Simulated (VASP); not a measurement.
Runs of VASP 6.6.1 on Li2Hf2O. The structure is that of space group P6/mmm (No. 191), or close to it. The cells are those of the table. The cell was built from a structure type or drawn by symmetry, and may not be a known phase.

| task | cell | k mesh | cutoff (eV) | gap on the mesh (eV) | pressure (GPa) | relaxed volume (Å³/atom) |
| --- | --- | --- | --- | --- | --- | --- |
| single point | a = 4.505, b = 4.505, c = 6.220 Å, angles 90.0, 90.0, 120.0°, 5 atoms | 6 × 6 × 4 | 520 | none | - | - |
| relaxation of cell and atoms | relaxed from a = 4.505, b = 4.505, c = 6.220 Å, angles 90.0, 90.0, 120.0°, 5 atoms | 12 × 12 × 6 | 600 | none | 0.0 | 21.96 |
| relaxation of cell and atoms | relaxed from a = 4.344, b = 4.344, c = 4.347 Å, angles 90.0, 90.0, 120.0°, 5 atoms | 6 × 6 × 4 | 600 | none | -0.2 | (a) |
| single point | a = 4.511, b = 4.511, c = 6.285 Å, angles 90.0, 90.0, 120.0°, 5 atoms | 12 × 12 × 6 | 520 | none | - | - |

Alike in all rows: level PBE; potentials or basis VASP PAW PBE potentials, release 64 (Li_sv, Hf_pv, O); no spin polarisation; smearing gaussian 0.1 eV.

Q: Estimate the missing entries.

A: (a) 20.47.

Caveats: some runs use coarse meshes; the cutoff is under 1.25 times the usual one of these potentials, so pressure, stress and relaxed cells hold a basis-set (Pulay) error; spin-orbit coupling is left out, which moves the levels of the heavy elements; the volume moved by over 15 % at a fixed basis, so the end points are rough (at least some runs).

A k mesh can miss the band edges, and the runs leave out spin-orbit coupling on Hf.

A gap of «none» marks levels without a gap at the run's occupations.
